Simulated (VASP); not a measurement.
Input of a VASP 6.6.1 run:

Contents of INCAR:

```
  ALGO = Normal
  EDIFF = 1E-6
  ENCUT = 600
  GGA = PE
  GGA_COMPAT = False
  ISIF = 2
  ISMEAR = 0
  ISPIN = 2
  LASPH = True
  LCHARG = False
  LMAXMIX = 4
  LORBIT = 11
  LREAL = False
  LWAVE = False
  MAGMOM = 1.52
  NBANDS = 14
  NELM = 200
  NUPDOWN = 1.52
  PREC = Accurate
  SIGMA = 0.1
```

The input KPOINTS:

```
k-points
0
Gamma
  14 14 14
```

POSCAR

```
Fe
1.0
   -1.4345000000      1.4345000000      1.4345000000
    1.4345000000     -1.4345000000      1.4345000000
    1.4345000000      1.4345000000     -1.4345000000
Fe
1
Direct
    0.0000000000      0.0000000000      0.0000000000
```

Potentials or basis: VASP PAW PBE potentials, release 64 (Fe).

The run is started by

```sh
$ cat potpaw_PBE.64/Fe/POTCAR > POTCAR
$ mpirun -np 1 vasp_std > vasp.out
```

What does it give for the pressure?

-16.6 GPa.

Caveat: the total moment is fixed, so each spin has its own Fermi level.
